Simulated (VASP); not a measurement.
Wanted: the native input for a VASP 6.6.1 run.

- Task: single point
- Functional: PBE
- Potentials or basis: VASP PAW PBE potentials, release 64 (Te, Cd, H)
- Cutoff: 520 eV
- k mesh: 1 × 1 × 1
- Occupations: gaussian, width 0.05 eV
- Spin: no spin polarisation
- Dipole correction: no
- Further INCAR settings: LREAL = Auto; ALGO = Normal; EDIFF = 1e-06; NBANDS = 48

The structure of Te3Cd3H12 lies in POSCAR:

```
CdTeH4
1.0
   14.9000000000      0.0000000000      0.0000000000
    0.0000000000     15.2000000000      0.0000000000
    0.0000000000      0.0000000000     15.5000000000
Te Cd H
3 3 12
Direct
    0.4420206998      0.4430204322      0.6585827209
    0.4421174800      0.6622107727      0.4441654439
    0.6660403258      0.4432673681      0.4443167668
    0.2740985189      0.5895500903      0.5877165668
    0.5917646780      0.2784865572      0.5880157016
    0.5919209889      0.5900072671      0.2827880188
    0.3643216444      0.3664183649      0.6779175686
    0.4555224366      0.4588148428      0.7646378659
    0.2519851778      0.5119411576      0.5120268087
    0.2822481235      0.6680654242      0.6643563277
    0.3645226239      0.6813847588      0.3688057085
    0.4543209704      0.7704274771      0.4601559199
    0.5119290647      0.2587710465      0.5124187640
    0.6722483648      0.2847287408      0.6643964808
    0.6848372336      0.3668878116      0.3690822540
    0.7765949555      0.4560308726      0.4585533806
    0.5120907646      0.5125211214      0.2649066388
    0.6722654840      0.6681012939      0.2875866171
```

One way to write it, as run:

INCAR

```
SYSTEM = CdTeH4
PREC     = Accurate       ! precision mode
ENCUT    = 520            ! plane-wave cutoff, eV
EDIFF    = 1E-6           ! SCF threshold, eV
ISMEAR   = 0              ! smearing method
SIGMA    = 0.05           ! smearing width, eV
LREAL    = Auto         
LASPH    = .True.         ! aspherical terms in the spheres
NELM     = 60             ! most SCF steps
ALGO     = Normal         ! electronic algorithm
ISIF     = 2              ! what is computed and relaxed
LWAVE    = .False.        ! write WAVECAR
LCHARG   = .False.        ! write CHGCAR
GGA      = PE             ! functional
NBANDS   = 48             ! bands
```

KPOINTS

```
regular mesh
0
Gamma
  1 1 1
  0 0 0
```

Potentials or basis: VASP PAW PBE potentials, release 64 (Te, Cd, H).

The run is started by

```bash
$ cat potpaw_PBE.64/Te/POTCAR potpaw_PBE.64/Cd/POTCAR potpaw_PBE.64/H/POTCAR > POTCAR
$ mpirun -np 1 vasp_gam > vasp.out
```

It gave:

| Quantity | Value |
| --- | --- |
| Largest force | 0.101 eV/Å |
| Gap between the frontier levels | 3.48 eV |

Caveat: spin-orbit coupling is left out, which moves the levels of the heavy elements.

Run time: 9.8 min on 1 thread of Intel Xeon 6975P-C, with other jobs on the host, peak memory 2.5 GiB.
